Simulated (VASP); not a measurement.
Input of a VASP 6.6.1 run:

INCAR

```
  ALGO = Normal
  EDIFF = 1E-7
  ENCUT = 520
  GGA = PE
  ISIF = 2
  ISMEAR = -1
  LASPH = True
  LCHARG = False
  LREAL = False
  LWAVE = False
  NBANDS = 15
  NELM = 80
  PREC = Accurate
  SIGMA = 0.05
```

The input KPOINTS:

```
k-points
0
Gamma
  8 8 8
```

Contents of POSCAR:

```
PtSe
1.0
    0.0000000000      2.6433753635      2.6433753635
    2.6433753635      0.0000000000      2.6433753635
    2.6433753635      2.6433753635      0.0000000000
Pt Se
1 1
Direct
    0.5000000000      0.5000000000      0.5000000000
    0.0000000000      0.0000000000      0.0000000000
```

Potentials or basis: VASP PAW PBE potentials, release 64 (Pt, Se).

Launch:

```bash
$ cat potpaw_PBE.64/Pt/POTCAR potpaw_PBE.64/Se/POTCAR > POTCAR
$ mpirun -np 1 vasp_std > vasp.out
```

Task: Predict the pressure.

Result: -0.1 GPa.

Task: What does it give for the band gap on the k mesh?

Result: Zero (band 8 reaches 10.39 eV, above the bottom of band 9 at 6.07 eV).

Caveat: spin-orbit coupling is left out, which moves the levels of the heavy elements.
